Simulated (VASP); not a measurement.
Runs of VASP 6.6.1 on Rb. The structure is that of space group R-3m (No. 166), or close to it. The cells are those of the table. 

```tsv
cell	further INCAR settings	gap on the mesh (eV)	pressure (GPa)
a = 4.684 Å, angles 105.7°, 1 atom	ALGO = Fast; EDIFF = 1e-07; NBANDS = 10	none	0.1
a = 5.296 Å, angles 114.3°, 1 atom	ALGO = Fast; EDIFF = 1e-06; NBANDS = 10	none	0.3
a = 5.863 Å, angles 117.0°, 1 atom	ALGO = Fast; EDIFF = 1e-07; NBANDS = 10	none	(a)
a = 5.554 Å, angles 115.8°, 1 atom	ALGO = Fast; EDIFF = 1e-06; NBANDS = 10	none	0.7
a = 5.051 Å, angles 112.1°, 1 atom	ALGO = Fast; EDIFF = 1e-06; NBANDS = 10	none	0.1
a = 4.566 Å, angles 101.6°, 1 atom	ALGO = Fast; EDIFF = 1e-06; NBANDS = 10	none	0.2
```

Alike in all rows: task single point; level PBE; potentials or basis VASP PAW PBE potentials, release 64 (Rb_sv); no spin polarisation; k mesh 14 × 14 × 14; cutoff (eV) 520; smearing gaussian 0.15 eV.

Question: Fill in the values left out.

Answer: (a) 1.6.

A k mesh can miss the band edges, and the runs leave out spin-orbit coupling on Rb.

A gap of «none» marks levels without a gap at the run's occupations.
